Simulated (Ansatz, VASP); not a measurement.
# Ir: VASP beside Ansatz

```
Ir
1.0
     0.00000    1.92000    1.92000
     1.92000    0.00000    1.92000
     1.92000    1.92000    0.00000
Ir
1
Direct
  0.00000 0.00000 0.00000
```

Alike in both runs: task single point; functional PBE; k mesh 8 × 8 × 8; occupations gaussian, width 0.1 eV; no spin polarisation.

|  | VASP | Ansatz |
| --- | --- | --- |
| version | VASP 6.6.1 | Ansatz 0.2.0 |
| potentials or method | VASP PAW PBE potentials, release 64 (Ir), cutoff 500 eV | scalar-relativistic, plane waves, PAW |
| valence electrons in the cell | 9 | 17 |

VASP gave:

```
gap on the k mesh at the Fermi level (eV) : none
pressure (GPa)                            : 10.8
```

**Question.** Estimate Ansatz's values.

**Answer.** gap on the k mesh at the Fermi level (eV): none; pressure (GPa): 10.3.

A gap of «none» marks a metal or a gap that the smearing closes. With one functional, cell and mesh, what is left measures potentials, basis and numerics. VASP's potentials hold 9 valence electrons a cell and Ansatz's 17, so a difference there can come from the potentials and not from the codes.

Neither program's run includes spin-orbit coupling.
